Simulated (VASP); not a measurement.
# WC (I4/mmm) in VASP: single point with PBEsol

Aim: the single point of WC with PBEsol.

All numbers are computed with VASP 6.6.1; they aren't measurements. Logs are shortened: lines on timing, memory, paths and dates and some standing lists are left out, and cuts for length are marked.

**1. The cell of the first run**

It takes space group I4/mmm (No. 139, tetragonal). The conventional cell has a = 3.256 Å, b = 3.256 Å, c = 4.495 Å, α = 90.00°, β = 90.00°, γ = 90.00°. Within 3.0 Å of W (site symmetry 4/mmm) lie 6 C at 2.25 to 2.30 Å. C (site symmetry 4/mmm) has 6 W at 2.25 to 2.30 Å within 3.0 Å.

**2. Single point, PBEsol (strain +0.050 along x and y, +0.025 along z)**

Contents of INCAR:

```
  ALGO = Normal
  EDIFF = 1E-7
  ENCUT = 520
  GGA = PS
  ISIF = 2
  ISMEAR = 0
  LASPH = T
  LCHARG = T
  LELF = T
  LREAL = F
  LVHAR = T
  LWAVE = F
  NBANDS = 16
  NELM = 60
  PREC = Accurate
  SIGMA = 0.15
```

Contents of KPOINTS:

```
k-points
0
Gamma
  18 18 18
```

Contents of POSCAR:

```
WC
1.0
    0.0000000000      2.3023182000      2.2475011000
    2.3023182000      0.0000000000      2.2475011000
    2.3023182000      2.3023182000      0.0000000000
W C
1 1
Direct
    0.0000000000      0.0000000000      0.0000000000
    0.5000000000      0.5000000000      0.5000000000
```

Potentials or basis: VASP PAW PBE potentials, release 64 (W_sv, C).

On the command line:

```console
$ cat potpaw_PBE.64/W_sv/POTCAR potpaw_PBE.64/C/POTCAR > POTCAR
$ mpirun -np 1 vasp_std > vasp.out
```

OUTCAR:

```text
EDIFF = 1E-7
   ENCUT = 520
   GGA = PS
   ISIF = 2
   ISMEAR = 0
   LASPH = T
   LREAL = F
   NELM = 60
   PREC = Accurate

 ion  position               nearest neighbor table
   1  0.000  0.000  0.000-   2 2.25   2 2.25   2 2.30   2 2.30   2 2.30   2 2.30
   2  0.500  0.500  0.500-   1 2.25   1 2.25   1 2.30   1 2.30   1 2.30   1 2.30

  LATTYP: Found a body centered tetragonal cell.
 ALAT       =     3.2559696233
 C/A-ratio  =     1.3805418109

  Lattice vectors:

 A1 = (   0.0000000000,  -2.3023182000,  -2.2475011000)
 A2 = (   0.0000000000,   2.3023182000,  -2.2475011000)
 A3 = (   2.3023182000,   0.0000000000,   2.2475011000)

Analysis of symmetry for initial positions (statically):
=====================================================================
 Subroutine PRICEL returns:
 Original cell was already a primitive cell.

 Routine SETGRP: Setting up the symmetry group for a
 body centered tetragonal supercell.

 Subroutine GETGRP returns: Found 16 space group operations
 (whereof 16 operations were pure point group operations)
 out of a pool of 16 trial point group operations.

The static configuration has the point symmetry D_4h.

Analysis of symmetry for dynamics (positions and initial velocities):
=====================================================================
 Subroutine PRICEL returns:
 Original cell was already a primitive cell.

 Routine SETGRP: Setting up the symmetry group for a
 body centered tetragonal supercell.

 Subroutine GETGRP returns: Found 16 space group operations
 (whereof 16 operations were pure point group operations)
 out of a pool of 16 trial point group operations.

The dynamic configuration has the point symmetry D_4h.

 Subroutine INISYM returns: Found 16 space group operations
 (whereof 16 operations are pure point group operations),
 and found     1 'primitive' translations

----------------------------------------------------------------------------------------

                                     Primitive cell

  volume of cell :      23.8265

  direct lattice vectors                    reciprocal lattice vectors
     0.000000000  2.302318200  2.247501100    -0.217172413  0.217172413  0.222469302
     2.302318200  0.000000000  2.247501100     0.217172413 -0.217172413  0.222469302
     2.302318200  2.302318200  0.000000000     0.217172413  0.217172413 -0.222469302

  length of vectors
     3.217441575  3.217441575  3.255969623     0.379236476  0.379236476  0.379236476

  position of ions in fractional coordinates (direct lattice)
     0.000000000  0.000000000  0.000000000
     0.500000000  0.500000000  0.500000000

  ion indices of the primitive-cell ions
   primitive index   ion index
                 1           1
                 2           2

----------------------------------------------------------------------------------------

 KPOINTS: k-points

Automatic generation of k-mesh.
 Grid dimensions read from file:
 generate k-points for:   18   18   18

 Generating k-lattice:

  Cartesian coordinates                     Fractional coordinates (reciprocal lattice)
    -0.012065134  0.012065134  0.012359406     0.055555556 -0.000000000  0.000000000
     0.012065134 -0.012065134  0.012359406    -0.000000000  0.055555556  0.000000000
     0.012065134  0.012065134 -0.012359406     0.000000000  0.000000000  0.055555556

  Length of vectors
     0.021068693  0.021068693  0.021068693

  Shift w.r.t. Gamma in fractional coordinates (k-lattice)
     0.000000000  0.000000000  0.000000000

 Subroutine IBZKPT returns following result:
 ===========================================

 Found    480 irreducible k-points:

 Following reciprocal coordinates:
            Coordinates               Weight
  0.000000  0.000000  0.000000      1.000000
  0.055556  0.000000  0.000000      8.000000
  0.111111  0.000000  0.000000      8.000000
  0.166667  0.000000  0.000000      8.000000
  0.222222  0.000000  0.000000      8.000000
  0.277778  0.000000  0.000000      8.000000
[... 16 lines left out ...]
 -0.277778  0.055556  0.000000      8.000000
 -0.222222  0.055556  0.000000      8.000000
 [... further k-points ...]
   k-points           NKPTS =    480   k-points in BZ     NKDIM =    480   number of bands    NBANDS=     16
   number of dos      NEDOS =    301   number of ions     NIONS =      2
   total plane-waves  NPLWV =  13824
   dimension x,y,z NGX =    24 NGY =   24 NGZ =   24
   dimension x,y,z NGXF=    48 NGYF=   48 NGZF=   48
   ions per type =               1   1
   NGX,Y,Z   is equivalent  to a cutoff of  12.40, 12.40, 12.25 a.u.
   NGXF,Y,Z  is equivalent  to a cutoff of  24.80, 24.80, 24.51 a.u.
 SYSTEM =  unknown system
   PREC   = accura    normal or accurate (medium, high low for compatibility)
   ISTART =      0    job   : 0-new  1-cont  2-samecut
   ICHARG =      2    charge: 1-file 2-atom 10-const
   ISPIN  =      1    spin polarized calculation?
   LNONCOLLINEAR =      F non collinear calculations
   LSORBIT =      F    spin-orbit coupling
   LASPH  =      T    aspherical Exc in radial PAW
   ENCUT  =  520.0 eV  38.22 Ry    6.18 a.u.   5.98  5.98  6.05*2*pi/ulx,y,z
   NELM   =     60;   NELMIN=  2; NELMDL= -5     # of ELM steps
   EDIFF  = 0.1E-06   stopping-criterion for ELM
   LREAL  =      F    real-space projection
   EDIFFG = 0.1E-05   stopping-criterion for IOM
   NSW    =      0    number of steps for IOM
   IBRION =     -1    ionic relax: 0-MD 1-quasi-New 2-CG
   NFREE  =      0    steps in history (QN), initial steepest desc. (CG)
   ISIF   =      2    stress and relaxation
   ISYM   =      2    0-nonsym 1-usesym 2-fastsym
   POTIM  = 0.5000    time-step for ionic-motion
   TEBEG  =    0.0;   TEEND  =   0.0 temperature during run
   PSTRESS=    0.0 pullay stress
   NELECT =      18.0000    total number of electrons
   NUPDOWN=      -1.0000    fix difference up-down
   EMIN   =  10.00;   EMAX   =-10.00  energy-range for DOS
   EFERMI =   0.00;   METHOD = LEGACY
   ISMEAR =     0;   SIGMA  =   0.15  broadening in eV -4-tet -1-fermi 0-gaus
   EFERMI_NEDOS =   21; number of points for ismear=-14 and -15
   IALGO  =     38    algorithm
   IMIX   =      4    mixing-type and parameters
     AMIX     =   0.40;   BMIX     =  1.00
     AMIX_MAG =   1.60;   BMIX_MAG =  1.00
  volume/ion in A,a.u.               =      11.91        80.39
  Fermi-wavevector in a.u.,A,eV,Ry     =   1.491004  2.817589 30.247014  2.223093
  Thomas-Fermi vector in A             =   2.603714
   LORBIT       =      0    0 simple, 1 ext, 2 COOP (PROOUT), +10 PAW based schemes
   GGA     = PS    functional components
   LHFCALC =     F    Hartree Fock is set to
   AEXX    =    0.0000 exact exchange contribution
   IVDW    =     0    specifies the selected vdW correction
   LEPSILON=     F    determine dielectric tensor
   LRPA    =     F    only Hartree local field effects (RPA)
 non-spin polarized calculation
 Gauss-broadening in eV      SIGMA  =   0.15
  energy-cutoff  :      520.00
  volume of cell :       23.83
 maximum number of plane-waves:       656
   NGX = 11   NGY = 11   NGZ = 13

 number of electron      17.9999999 magnetization

 Free energy of the ion-electron system (eV)
  ---------------------------------------------------
  ext. energy  EPLUGINS =         0.00000000
  ---------------------------------------------------
  free energy    TOTEN  =       -22.51630824 eV

  energy without entropy =      -22.50433513  energy(sigma->0) =      -22.51032168

 E-fermi :  10.4344     XC(G=0): -13.1756

 val. band max:       10.4334441957   @ k =   0.3333   0.0000   0.0556
 cond. band min:      10.4417732111   @ k =  -0.2778   0.1111   0.3889
 fundamental gap:      0.0083290154
 Fermi energy:        10.4344373226

 k-point     1 :       0.0000    0.0000    0.0000
  band No.  band energies     occupation
      1     -65.0006      2.00000
      2     -28.9987      2.00000
      3     -28.9987      2.00000
      4     -28.9931      2.00000
      5      -4.2542      2.00000
      6       8.0426      2.00000
[... 8 lines left out ...]
     15      20.2060      0.00000
     16      31.2583      0.00000

 k-point     2 :       0.0556    0.0000    0.0000
  band No.  band energies     occupation
      1     -65.0000      2.00000
      2     -29.0086      2.00000
      3     -29.0002      2.00000
      4     -28.9957      2.00000
      5      -4.1800      2.00000
      6       7.8064      2.00000
[... 8 lines left out ...]
     15      20.3771      0.00000
     16      30.4080      0.00000

 k-point     3 :       0.1111    0.0000    0.0000
  band No.  band energies     occupation
      1     -64.9983      2.00000
      2     -29.0407      2.00000
      3     -29.0046      2.00000
      4     -28.9991      2.00000
      5      -3.9609      2.00000
      6       7.1431      2.00000
[... 8 lines left out ...]
     15      20.8464      0.00000
     16      28.7319      0.00000

 k-point     4 :       0.1667    0.0000    0.0000
  band No.  band energies     occupation
      1     -64.9956      2.00000
      2     -29.0901      2.00000
      3     -29.0113      2.00000
      4     -29.0040      2.00000
      5      -3.6070      2.00000
      6       6.2900      2.00000
[... 8 lines left out ...]
     15      21.4501      0.00000
     16      27.1989      0.00000
[... 324 lines left out ...]
 k-point    22 :      -0.3333    0.0556    0.0000
  band No.  band energies     occupation
      1     -64.9846      2.00000
      2     -29.2855      2.00000
      3     -29.0364      2.00000
      4     -29.0358      2.00000
      5      -1.7143      2.00000
      6       3.2652      2.00000
[... 8 lines left out ...]
     15      21.8502      0.00000
     16      23.3998      0.00000

 k-point    23 :      -0.2778    0.0556    0.0000
  band No.  band energies     occupation
      1     -64.9876      2.00000
      2     -29.2307      2.00000
      3     -29.0315      2.00000
      4     -29.0270      2.00000
      5      -2.3484      2.00000
      6       4.1086      2.00000
[... 8 lines left out ...]
     15      21.7595      0.00000
     16      24.2700      0.00000

 k-point    24 :      -0.2222    0.0556    0.0000
  band No.  band energies     occupation
      1     -64.9910      2.00000
      2     -29.1696      2.00000
      3     -29.0251      2.00000
      4     -29.0180      2.00000
      5      -2.9289      2.00000
      6       4.9943      2.00000
[... 8 lines left out ...]
     15      21.9263      0.00000
     16      24.9605      0.00000

 [... further k-points ...]

------------------------ aborting loop because EDIFF is reached ----------------------------------------

  FORCE on cell =-STRESS in cart. coord.  units (eV):
  Direction    XX          YY          ZZ          XY          YZ          ZX
  --------------------------------------------------------------------------------------
  -------------------------------------------------------------------------------------
  Total       -6.4707776     -6.4707776     -5.4623608      0.0000000      0.0000000      0.0000000
  in kB     -435.1174046   -435.1174046   -367.3079792      0.0000000      0.0000000      0.0000000
  external PRESSURE =    -412.5142628 kB  Pullay stress =       0.0000000 kB

 VOLUME and BASIS-vectors are now :
 -----------------------------------------------------------------------------
  energy-cutoff  :      520.00
  volume of cell :       23.83
      direct lattice vectors                 reciprocal lattice vectors
     0.000000000  2.302318200  2.247501100    -0.217172413  0.217172413  0.222469302
     2.302318200  0.000000000  2.247501100     0.217172413 -0.217172413  0.222469302
     2.302318200  2.302318200  0.000000000     0.217172413  0.217172413 -0.222469302

 POSITION                                       TOTAL-FORCE (eV/Angst)
 -----------------------------------------------------------------------------------
      0.00000      0.00000      0.00000         0.000000     -0.000000      0.000000
      2.30232      2.30232      2.24750        -0.000000      0.000000     -0.000000
 -----------------------------------------------------------------------------------
    total drift:                                0.000000     -0.000000     -0.000000

  FREE ENERGIE OF THE ION-ELECTRON SYSTEM (eV)
  ---------------------------------------------------
  free  energy   TOTEN  =       -22.5163082372 eV

  energy  without entropy=      -22.5043351302  energy(sigma->0) =      -22.51032168
```

It took 2.2 min on 1 thread of Intel Xeon 8259CL, shared host; peak memory 0.29 GiB.

What came out:

```
Free energy            : -22.5163 eV
Pressure               : -41.3 GPa
Band gap on the k mesh : zero (bands 9 and 10 overlap by 2.48 eV)
```

Caveat: the cell differs from its parent crystal (strain +0.050 along x and y, +0.025 along z); the stress differs along the axes, from -44 to -37 GPa; the PAW data sets were made with another functional, which shifts forces and pressure a little; spin-orbit coupling is left out, which moves the levels of the heavy elements.
